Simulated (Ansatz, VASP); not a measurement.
**Two plane-wave programs on W**

INCAR

```
ALGO = Normal ; EDIFF = 1E-7
EDIFFG = -0.005 ; ENCUT = 500
GGA = PE ; GGA_COMPAT = F
IBRION = 2 ; ISIF = 3
ISMEAR = -1 ; IVDW = 13
LASPH = T ; LCHARG = F
LREAL = F ; LWAVE = F
NELM = 120 ; NELMIN = 4
NSW = 80 ; PREC = Accurate
SIGMA = 0.15
```

File KPOINTS:

```
k-points
0
Gamma
  15 15 15
```

File POSCAR:

```
W
1.0
   -1.5823450000      1.5823450000      1.5823450000
    1.5823450000     -1.5823450000      1.5823450000
    1.5823450000      1.5823450000     -1.5823450000
W
1
Direct
    0.0000000000      0.0000000000      0.0000000000
```

Input for Ansatz:

```yaml
crystal:
  lattice:
    bravais: bcc
    a: 3.16469
  space_group: 229
  atoms:
    - { symbol: W, position: [0.0, 0.0, 0.0] }
  reduce_to_primitive: true
kpoints:
  mp_grid:
    grid: [15, 15, 15]
hamiltonian:
  xc: pbe
  dispersion: d4
scf:
  occupations:
    method: fermi_dirac
    width: 0.15
relax:
  f_tol: 0.005
  cell: {}
```

Alike in both runs: task relaxation of cell and atoms; functional PBE; dispersion D4; k mesh 15 × 15 × 15; occupations fermi-dirac, width 0.15 eV; no spin polarisation.

|  | VASP | Ansatz |
| --- | --- | --- |
| version | VASP 6.6.1 | Ansatz 0.2.0 |
| potentials or method | VASP PAW PBE potentials, release 64 (W_sv) | plane waves, PAW |
| plane-wave cutoff (eV) | 500 | 420 |
| valence electrons in the cell | 14 | 14 |

|  | VASP | Ansatz | Ansatz less VASP |
| --- | --- | --- | --- |
| relaxed volume (Å³/atom) | 15.82 | 15.80 | -0.028 |
| relaxed length of the cell vector where the two differ most in proportion (Å) | 2.739 | 2.738 | -0.0016 |

Spin-orbit coupling is off throughout.
